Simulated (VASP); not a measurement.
# FeO (Fm-3m) in VASP: further runs, part 2 of 2

VASP 6.6.1. The steps go on from the part before.

## (3) Single point, PBEsol+U, collinear spin, ferromagnetic start

The input, INCAR:

```
PREC = Accurate ; ENCUT = 600
EDIFF = 1E-6 ; ISMEAR = 0
SIGMA = 0.05 ; LREAL = F
LASPH = T ; NELM = 200
ALGO = Normal ; ISIF = 2
LWAVE = F ; LCHARG = T
ISPIN = 2 ; MAGMOM = 3.82 0.21
LORBIT = 11 ; LMAXMIX = 4
LDAU = T ; LDAUTYPE = 2
LDAUL = 2 -1 ; LDAUU = 5 0
LDAUJ = 0 0 ; LDAUPRINT = 1
GGA = PS ; LELF = T
LVHAR = T ; NBANDS = 22
GGA_COMPAT = F
```

The input, KPOINTS:

```
regular mesh
0
Gamma
  8 8 8
```

The input, POSCAR:

```
FeO
1.0
    0.0000000000      2.1554001600      2.1554001600
    2.1554001600      0.0000000000      2.1554001600
    2.1554001600      2.1554001600      0.0000000000
Fe O
1 1
Direct
    0.0000000000      0.0000000000      0.0000000000
    0.5000000000      0.5000000000      0.5000000000
```

Potentials or basis: VASP PAW PBE potentials, release 64 (Fe_sv, O).

Launch:

```console
$ cat potpaw_PBE.64/Fe_sv/POTCAR potpaw_PBE.64/O/POTCAR > POTCAR
$ mpirun -np 1 vasp_std > vasp.out
```

OUTCAR:

```text
PREC = Accurate
   ENCUT = 600
   EDIFF = 1E-6
   ISMEAR = 0
   LREAL = F
   LASPH = T
   NELM = 200
   ISIF = 2
   ISPIN = 2
   LORBIT = 11
   GGA = PS

 ion  position               nearest neighbor table
   1  0.000  0.000  0.000-   2 2.16   2 2.16   2 2.16   2 2.16   2 2.16   2 2.16
   2  0.500  0.500  0.500-   1 2.16   1 2.16   1 2.16   1 2.16   1 2.16   1 2.16

  LATTYP: Found a face centered cubic cell.
 ALAT       =     4.3108003200

  Lattice vectors:

 A1 = (   0.0000000000,   2.1554001600,   2.1554001600)
 A2 = (   2.1554001600,   0.0000000000,   2.1554001600)
 A3 = (   2.1554001600,   2.1554001600,   0.0000000000)

Analysis of symmetry for initial positions (statically):
=====================================================================
 Subroutine PRICEL returns:
 Original cell was already a primitive cell.

 Routine SETGRP: Setting up the symmetry group for a
 face centered cubic supercell.

 Subroutine GETGRP returns: Found 48 space group operations
 (whereof 48 operations were pure point group operations)
 out of a pool of 48 trial point group operations.

The static configuration has the point symmetry O_h .

Analysis of symmetry for dynamics (positions and initial velocities):
=====================================================================
 Subroutine PRICEL returns:
 Original cell was already a primitive cell.

 Routine SETGRP: Setting up the symmetry group for a
 face centered cubic supercell.

 Subroutine GETGRP returns: Found 48 space group operations
 (whereof 48 operations were pure point group operations)
 out of a pool of 48 trial point group operations.

The dynamic configuration has the point symmetry O_h .

Analysis of structural, dynamic, and magnetic symmetry:
=====================================================================
[... 182 lines left out ...]
  o =  0.9366  v =  0.0000 -0.0000  0.9996 -0.0000  0.0283  0.0000  0.0000  0.0000  0.0000  0.0000      0.0000  0.0000  0.0000  0.0000  0.0000  0.0000  0.0000  0.0000  0.0000  0.0000
  o =  0.9366  v =  0.0000  0.0000  0.0283  0.0000 -0.9996  0.0000  0.0000  0.0000  0.0000  0.0000      0.0000  0.0000  0.0000  0.0000  0.0000  0.0000  0.0000  0.0000  0.0000  0.0000

 number of electron      22.0000013 magnetization       4.0040570

 Free energy of the ion-electron system (eV)
  ---------------------------------------------------
  ext. energy  EPLUGINS =         0.00000000
  ---------------------------------------------------
  free energy    TOTEN  =       -13.04005671 eV

  energy without entropy =      -13.03894238  energy(sigma->0) =      -13.03949954

 E-fermi :  10.5848     XC(G=0): -12.7714

 val. band max:       10.5484280070   @ k =  -0.3750   0.2500   0.0000
 cond. band min:      10.6458410349   @ k =   0.2500   0.1250   0.0000
 fundamental gap:      0.0974130279
 Fermi energy:        10.5848082035

 spin component 1

 k-point     1 :       0.0000    0.0000    0.0000
  band No.  band energies     occupation
      1     -80.2433      1.00000
      2     -46.3866      1.00000
      3     -46.3866      1.00000
      4     -46.3866      1.00000
      5     -10.8166      1.00000
      6       3.7729      1.00000
[... 1193 lines left out ...]
     21      36.3147      0.00000
     22      38.1701      0.00000

 [... further k-points ...]

------------------------ aborting loop because EDIFF is reached ----------------------------------------

  FORCE on cell =-STRESS in cart. coord.  units (eV):
  Direction    XX          YY          ZZ          XY          YZ          ZX
  --------------------------------------------------------------------------------------
  -------------------------------------------------------------------------------------
  Total       -1.1413891     -1.1413891     -1.1413891      0.0000000      0.0000000      0.0000000
  in kB      -91.3125683    -91.3125683    -91.3125683      0.0000000      0.0000000      0.0000000
  external PRESSURE =     -91.3125683 kB  Pullay stress =       0.0000000 kB

 VOLUME and BASIS-vectors are now :
 -----------------------------------------------------------------------------
  energy-cutoff  :      600.00
  volume of cell :       20.03
      direct lattice vectors                 reciprocal lattice vectors
     0.000000000  2.155400160  2.155400160    -0.231975486  0.231975486  0.231975486
     2.155400160  0.000000000  2.155400160     0.231975486 -0.231975486  0.231975486
     2.155400160  2.155400160  0.000000000     0.231975486  0.231975486 -0.231975486

 POSITION                                       TOTAL-FORCE (eV/Angst)
 -----------------------------------------------------------------------------------
      0.00000      0.00000      0.00000        -0.000000      0.000000      0.000000
      2.15540      2.15540      2.15540         0.000000      0.000000     -0.000000
 -----------------------------------------------------------------------------------
    total drift:                                0.000000     -0.000000     -0.000000

  FREE ENERGIE OF THE ION-ELECTRON SYSTEM (eV)
  ---------------------------------------------------
  free  energy   TOTEN  =       -13.0400567067 eV

  energy  without entropy=      -13.0389423809  energy(sigma->0) =      -13.03949954

 total charge

# of ion       s       p       d       tot
------------------------------------------
    1        2.108   5.999   5.489  13.597
    2        1.544   3.446   0.000   4.990
--------------------------------------------------
tot          3.652   9.446   5.489  18.587

 magnetization (x)

# of ion       s       p       d       tot
------------------------------------------
    1        0.014   0.010   3.659   3.684
    2        0.024   0.184   0.000   0.208
--------------------------------------------------
tot          0.038   0.194   3.659   3.891
```

stdout:

```text
POSCAR found type information on POSCAR FeO
 POSCAR found :  2 types and       2 ions
 scaLAPACK will be used
 -----------------------------------------------------------------------------
|                                                                             |
|                                                                             |
|     You enforced a specific xc type in the INCAR file but a different       |
|     I HOPE YOU KNOW WHAT YOU ARE DOING!                                     |
|                                                                             |
 -----------------------------------------------------------------------------

 LDA part: xc-table for (Slater+PW92), standard interpolation
 POSCAR, INCAR and KPOINTS ok, starting setup
 FFT: planning ... GRIDC
 FFT: planning ... GRID_SOFT
 FFT: planning ... GRID
 WAVECAR not read
 entering main loop
```

It took 11 s on 1 thread of Intel Xeon 6975P-C (Granite Rapids), shared host; peak memory 0.16 GiB.

What came out:

| Property | Result |
| --- | --- |
| Free energy | -13.0401 eV |
| Pressure | -9.1 GPa |
| Band gap on the k mesh | zero (filled and empty bands overlap) |
| Net moment | 4.00 μB per cell |
| Site moments | Fe +3.68; O +0.21 μB |
| Valence electrons inside the program's atomic spheres | Fe 13.60; O 4.99 |

Eigenvalues of the final occupation matrices:
| site | spin | trace | eigenvalues |
| --- | --- | --- | --- |
| site 1 d | 1 | 4.59 | 0.91 0.91 0.91 0.94 0.94 |
| site 1 d | 2 | 0.92 | 0.07 0.07 0.26 0.26 0.26 |

Caveat: the PAW data sets were made with another functional, which shifts forces and pressure a little; a cell with one magnetic atom can't hold antiferromagnetic order, which such compounds often take. The state reached can hang on the start; a lower one may exist.

## (4) Single point, PBEsol+U, collinear spin, ferromagnetic start

The input, INCAR:

```
PREC = Accurate ; ENCUT = 600
EDIFF = 1E-6 ; ISMEAR = 0
SIGMA = 0.05 ; LREAL = F
LASPH = T ; NELM = 200
ALGO = Normal ; ISIF = 2
LWAVE = F ; LCHARG = F
ISPIN = 2 ; MAGMOM = 4 0
LORBIT = 11 ; LMAXMIX = 4
LDAU = T ; LDAUTYPE = 2
LDAUL = 2 -1 ; LDAUU = 5 0
LDAUJ = 0 0 ; LDAUPRINT = 1
GGA = PS ; NBANDS = 22
GGA_COMPAT = F
```

The input, KPOINTS:

```
Automatic mesh
0
Gamma
  8 8 8
```

POSCAR is that of step 3.

Launch:

```console
$ cat potpaw_PBE.64/Fe_sv/POTCAR potpaw_PBE.64/O/POTCAR > POTCAR
$ mpirun -np 1 vasp_std > vasp.out
```

Run time: 43 s. Hardware: 1 thread of AMD EPYC 7R43 (Zen 3), shared host; peak memory 0.12 GiB.

Results (log left out):

```yaml
Free_energy: -13.0401 eV
Pressure: -9.1 GPa
Band_gap_on_the_k_mesh: zero (filled and empty bands overlap)
Net_moment: 4.00 μB per cell
Site_moments: Fe +3.68; O +0.21 μB
Valence_electrons_inside_the_program's_atomic_spheres: Fe 13.60; O 4.99
```

Levels at points of the mesh, in eV from the Fermi level:
Spin up:
```
           k point  band 9  band 10  band 11  band 12  band 13  band 14  band 15  band 16  band 17  band 18
(0.00, 0.00, 0.00)   -6.78    -6.78    -4.53    -4.53    -4.53    -0.85    14.24    15.41    15.41    15.41
(0.50, 0.00, 0.00)   -6.10    -6.10    -5.07    -2.21    -2.21     3.04     7.54    11.41    11.41    18.05
(0.50, 0.50, 0.00)   -5.88    -5.85    -5.85    -5.74    -5.74     4.18     7.85     9.09    13.69    13.69
```
Spin down:
```tsv
k point	band 6	band 7	band 8	band 9	band 10	band 11	band 12	band 13
(0.00, 0.00, 0.00)	-4.12	-4.12	-4.12	-0.77	-0.77	-0.77	-0.22	1.05
(0.50, 0.00, 0.00)	-8.95	-5.71	-5.71	0.51	0.51	0.58	3.36	3.49
(0.50, 0.50, 0.00)	-7.88	-5.33	-5.33	-2.39	0.89	0.89	1.70	2.01
```

Eigenvalues of the final occupation matrices:
```
    site  spin  trace               eigenvalues
site 1 d     1   4.59  0.91 0.91 0.91 0.94 0.94
site 1 d     2   0.92  0.07 0.07 0.26 0.26 0.26
```

Caveat: the PAW data sets were made with another functional, which shifts forces and pressure a little; a cell with one magnetic atom can't hold antiferromagnetic order, which such compounds often take. The state reached can hang on the start; a lower one may exist.

## (5) Single point, PBEsol+U, collinear spin, ferromagnetic start

The input, INCAR:

```
SYSTEM = FeO
PREC = Accurate
ENCUT = 600
EDIFF = 1E-6
ISMEAR = 0
SIGMA = 0.05
LREAL = .FALSE.
LASPH = .TRUE.
NELM = 200
ALGO = Normal
ISIF = 2
LWAVE = .FALSE.
LCHARG = .FALSE.
ISPIN = 2
MAGMOM = 3.84 0.21
LORBIT = 11
LMAXMIX = 4
LDAU = .TRUE.
LDAUTYPE = 2
LDAUL = 2 -1
LDAUU = 5 0
LDAUJ = 0 0
LDAUPRINT = 1
GGA = PS
NBANDS = 22
GGA_COMPAT = .FALSE.
```

The input, KPOINTS:

```
regular mesh
0
G
  8 8 8
  0 0 0
```

POSCAR is that of step 4.

Launch:

```console
$ cat potpaw_PBE.64/Fe_sv/POTCAR potpaw_PBE.64/O/POTCAR > POTCAR
$ mpirun -np 1 vasp_std > vasp.out
```

It took 19 s on 1 thread of AMD EPYC 9R45 (Zen 5), shared host; peak memory 0.13 GiB.

It converged, with:

* Free energy: -13.0401 eV
* Pressure: -9.1 GPa
* Band gap on the k mesh: zero (filled and empty bands overlap)
* Net moment: 4.00 μB per cell
* Site moments: Fe +3.68; O +0.21 μB
* Valence electrons inside the program's atomic spheres: Fe 13.60; O 4.99

Levels at points of the mesh, in eV from the Fermi level:
Spin up:
```csv
k point,band 9,band 10,band 11,band 12,band 13,band 14,band 15,band 16,band 17,band 18
"(0.00, 0.00, 0.00)",-6.78,-6.78,-4.53,-4.53,-4.53,-0.85,14.24,15.41,15.41,15.41
"(0.50, 0.00, 0.00)",-6.10,-6.10,-5.07,-2.21,-2.21,3.04,7.54,11.41,11.41,18.05
"(0.50, 0.50, 0.00)",-5.88,-5.85,-5.85,-5.74,-5.74,4.18,7.85,9.09,13.69,13.69
```
Spin down:
| k point | band 5 | band 6 | band 7 | band 8 | band 9 | band 10 | band 11 | band 12 | band 13 | band 14 |
| --- | --- | --- | --- | --- | --- | --- | --- | --- | --- | --- |
| (0.00, 0.00, 0.00) | -21.02 | -4.12 | -4.12 | -4.12 | -0.77 | -0.77 | -0.77 | -0.22 | 1.05 | 1.05 |
| (0.50, 0.00, 0.00) | -19.77 | -8.95 | -5.71 | -5.71 | 0.51 | 0.51 | 0.58 | 3.36 | 3.49 | 3.49 |
| (0.50, 0.50, 0.00) | -19.73 | -7.88 | -5.33 | -5.33 | -2.39 | 0.89 | 0.89 | 1.70 | 2.01 | 5.53 |

Eigenvalues of the final occupation matrices:
| site | spin | trace | eigenvalues |
| --- | --- | --- | --- |
| site 1 d | 1 | 4.59 | 0.91 0.91 0.91 0.94 0.94 |
| site 1 d | 2 | 0.92 | 0.07 0.07 0.26 0.26 0.26 |

Caveat: the PAW data sets were made with another functional, which shifts forces and pressure a little; a cell with one magnetic atom can't hold antiferromagnetic order, which such compounds often take. The state reached can hang on the start; a lower one may exist.

## (6) Single point, PBEsol+U, collinear spin, ferromagnetic start

The input, INCAR:

```
SYSTEM = FeO
  ALGO = Normal
  EDIFF = 1E-6
  ENCUT = 600
  GGA = PS
  GGA_COMPAT = .False.
  ISIF = 2
  ISMEAR = 0
  ISPIN = 2
  LASPH = .True.
  LCHARG = .False.
  LDAU = .True.
  LDAUJ = 0 0
  LDAUL = 2 -1
  LDAUPRINT = 1
  LDAUTYPE = 2
  LDAUU = 5 0
  LMAXMIX = 4
  LORBIT = 11
  LREAL = .False.
  LWAVE = .False.
  MAGMOM = 3.82 0.21
  NBANDS = 22
  NELM = 200
  PREC = Accurate
  SIGMA = 0.05
```

The input, KPOINTS:

```
k-points
0
Gamma
  8 8 8
  0 0 0
```

POSCAR is that of step 5.

Potentials or basis: VASP PAW PBE potentials, release 64 (Fe_sv, O).

Launch:

```console
$ cat potpaw_PBE.64/Fe_sv/POTCAR potpaw_PBE.64/O/POTCAR > POTCAR
$ mpirun -np 1 vasp_std > vasp.out
```

It used 44 s of CPU time on 1 thread of AMD EPYC 7R13 Processor (Zen 3), with other jobs on the host.

Results (log left out):

```
Free energy                                           : -13.0401 eV
Pressure                                              : -9.1 GPa
Band gap on the k mesh                                : zero (filled and empty bands overlap)
Net moment                                            : 4.00 μB per cell
Site moments                                          : Fe +3.68; O +0.21 μB
Valence electrons inside the program's atomic spheres : Fe 13.60; O 4.99
```

Levels at points of the mesh, in eV from the Fermi level:
Spin up:
```tsv
k point	band 10	band 11	band 12	band 13	band 14	band 15	band 16	band 17
(0.00, 0.00, 0.00)	-6.78	-4.53	-4.53	-4.53	-0.85	14.24	15.41	15.41
(0.50, 0.00, 0.00)	-6.10	-5.07	-2.21	-2.21	3.04	7.54	11.41	11.41
(0.50, 0.50, 0.00)	-5.85	-5.85	-5.74	-5.74	4.18	7.85	9.09	13.69
```
Spin down:
| k point | band 7 | band 8 | band 9 | band 10 | band 11 | band 12 |
| --- | --- | --- | --- | --- | --- | --- |
| (0.00, 0.00, 0.00) | -4.12 | -4.12 | -0.77 | -0.77 | -0.77 | -0.22 |
| (0.50, 0.00, 0.00) | -5.71 | -5.71 | 0.51 | 0.51 | 0.58 | 3.36 |
| (0.50, 0.50, 0.00) | -5.33 | -5.33 | -2.39 | 0.89 | 0.89 | 1.70 |

Eigenvalues of the final occupation matrices:
| site | spin | trace | eigenvalues |
| --- | --- | --- | --- |
| site 1 d | 1 | 4.59 | 0.91 0.91 0.91 0.94 0.94 |
| site 1 d | 2 | 0.92 | 0.07 0.07 0.26 0.26 0.26 |

Caveat: the PAW data sets were made with another functional, which shifts forces and pressure a little; a cell with one magnetic atom can't hold antiferromagnetic order, which such compounds often take. The state reached can hang on the start; a lower one may exist.
